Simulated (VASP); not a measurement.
## Zr: relaxation of cell and atoms with PBEsol+D3(BJ)

The system is Zr.

```
Zr
1.0
     3.23200    0.00000    0.00000
    -1.61600    2.79899    0.00000
     0.00000    0.00000    5.14700
Zr
2
Direct
  0.66667 0.33333 0.75000
  0.33333 0.66667 0.25000
```

```
Program                : VASP 6.6.1
Task                   : relaxation of cell and atoms
Functional             : PBEsol
Dispersion             : D3(BJ)
Potentials or basis    : VASP PAW PBE potentials, release 64 (Zr_sv)
Cutoff                 : 600 eV
k mesh                 : 9 × 9 × 5
Occupations            : fermi-dirac, width 0.05 eV
Spin                   : no spin polarisation
Dipole correction      : no
Further INCAR settings : ALGO = Normal; EDIFF = 1e-06; IBRION = 2; EDIFFG = -0.01; NSW = 60; ISIF = 3
```

```yaml
Relaxed_volume: 21.50 Å³/atom
Relaxed_cell: a = 3.131 Å, b = 3.131 Å, c = 5.064 Å, α = 90.00°, β = 90.00°, γ = 120.00°
Space_group_after_relaxing_to_0.05_Å: P6_3/mmc (No. 194)
Energy_gained_by_relaxing: 42.8 meV/atom
Ionic_steps: 6
Pressure_after_relaxing: 0.0 GPa
Band_gap_on_the_k_mesh: zero (band 12 reaches 10.67 eV, above the bottom of band 13 at 9.54 eV)
Dispersion_energy_per_atom: -0.624 eV
```

Step by step:
```csv
step,energy change (eV),largest force (eV/Å),pressure (GPa),volume (Å³)
1,0.0000,0.0000,-7.25,46.56
2,0.0031,0.0000,9.14,39.82
3,-0.0842,0.0000,-0.07,43.09
4,-0.0842,0.0000,0.09,43.03
5,-0.0854,0.0000,0.06,43.01
6,-0.0857,0.0000,0.04,43.01
```

Final structure:
```
CELL_PARAMETERS angstrom
3.13142 0.00000 0.00000
-1.56571 2.71189 0.00000
0.00000 0.00000 5.06424
ATOMIC_POSITIONS crystal
Zr 0.66667 0.33333 0.75000
Zr 0.33333 0.66667 0.25000
```

Levels at points of the mesh, in eV from the Fermi level:
| k point | band 10 | band 11 | band 12 | band 13 | band 14 | band 15 |
| --- | --- | --- | --- | --- | --- | --- |
| (0.00, 0.00, 0.00) | -3.26 | 0.90 | 0.90 | 0.90 | 1.39 | 1.63 |

It took 51 s on 1 thread of Intel(R) Xeon(R) 6975P-C (Granite Rapids), on a shared host, peak memory 0.21 GiB.

Caveat: the PAW data sets were made with another functional, which shifts forces and pressure a little; pairwise dispersion overbinds metals, which lowers pressure and volume.
